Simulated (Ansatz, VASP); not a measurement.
## Two plane-wave programs on YSb3As4

Contents of INCAR:

```
SYSTEM = YSb3As4
ALGO     = Normal         ! electronic algorithm
EDIFF    = 1E-6           ! SCF threshold, eV
EDIFFG   = -0.04          ! ionic threshold
ENCUT    = 600            ! plane-wave cutoff, eV
GGA      = PE             ! functional
IBRION   = 2              ! ionic algorithm
ISIF     = 3              ! what is computed and relaxed
ISMEAR   = 0              ! smearing method
LASPH    = .TRUE.         ! aspherical terms in the spheres
LCHARG   = .FALSE.        ! write CHGCAR
LREAL    = .FALSE.        ! projectors in reciprocal space
LWAVE    = .FALSE.        ! write WAVECAR
NELM     = 100            ! most SCF steps
NSW      = 90             ! ionic steps
PREC     = Accurate       ! precision mode
SIGMA    = 0.1            ! smearing width, eV
```

File KPOINTS:

```
k-points
0
G
  4 4 4
  0 0 0
```

File POSCAR:

```
YSb3As4
1.0
    6.1829764300      0.0000000000      0.0000000000
    0.0000000000      6.1829764300      0.0000000000
    0.0000000000      0.0000000000      6.1829764300
Y Sb As
1 3 4
Direct
    0.0000000000      0.0000000000      0.0000000000
    0.5000000000      0.0000000000      0.0000000000
    0.0000000000      0.5000000000      0.0000000000
    0.0000000000      0.0000000000      0.5000000000
    0.0000000000      0.5000000000      0.5000000000
    0.5000000000      0.0000000000      0.5000000000
    0.5000000000      0.5000000000      0.0000000000
    0.5000000000      0.5000000000      0.5000000000
```

Input for Ansatz:

```yaml
crystal:
  lattice:
    - [6.18297643, 0.0, 0.0]
    - [0.0, 6.18297643, 0.0]
    - [0.0, 0.0, 6.18297643]
  atoms:
    - { symbol: "Y", position: [0.0, 0.0, 0.0] }
    - { symbol: Sb, position: [0.5, 0.0, 0.0] }
    - { symbol: Sb, position: [0.0, 0.5, 0.0] }
    - { symbol: Sb, position: [0.0, 0.0, 0.5] }
    - { symbol: As, position: [0.0, 0.5, 0.5] }
    - { symbol: As, position: [0.5, 0.0, 0.5] }
    - { symbol: As, position: [0.5, 0.5, 0.0] }
    - { symbol: As, position: [0.5, 0.5, 0.5] }
basis:
  ecutwfc: 420
kpoints:
  mp_grid: { grid: [4, 4, 4] }
hamiltonian:
  xc: pbe
scf:
  occupations: { method: gaussian, width: 0.1 }
  lower_state_search: "off"
output:
  forces: true
  stress: true
  eigenvalues: true
relax:
  adjacent_minimum: "off"
  f_tol: 0.04
  max_steps: 70
  cell: { stress_tol: 0.4 }
```

Alike in both runs: task relaxation of cell and atoms; functional PBE; k mesh 4 × 4 × 4; occupations gaussian, width 0.1 eV; no spin polarisation.

|  | VASP | Ansatz |
| --- | --- | --- |
| version | VASP 6.6.1 | Ansatz 0.2.0 |
| potentials or method | VASP PAW PBE potentials, release 64 (Y_sv, Sb, As), cutoff 600 eV | scalar-relativistic, plane waves, PAW |
| valence electrons in the cell | 46 | 116 |

VASP gave:

| Quantity | Value |
| --- | --- |
| gap on the k mesh at the Fermi level, each at its own relaxed structure (eV) | none |
| relaxed volume (Å³/atom) | 26.20 |
| relaxed length of the cell vector where the two differ most in proportion (Å) | 5.940 |

Problem. Which values does Ansatz return?

Solution. gap on the k mesh at the Fermi level, each at its own relaxed structure (eV): none; relaxed volume (Å³/atom): 26.22; relaxed length of the cell vector where the two differ most in proportion (Å): 5.942.

A gap of «none» marks a metal or a gap that the smearing closes. VASP's potentials hold 46 valence electrons a cell and Ansatz's 116, so a difference there can come from the potentials and not from the codes.

Spin-orbit coupling is off throughout.
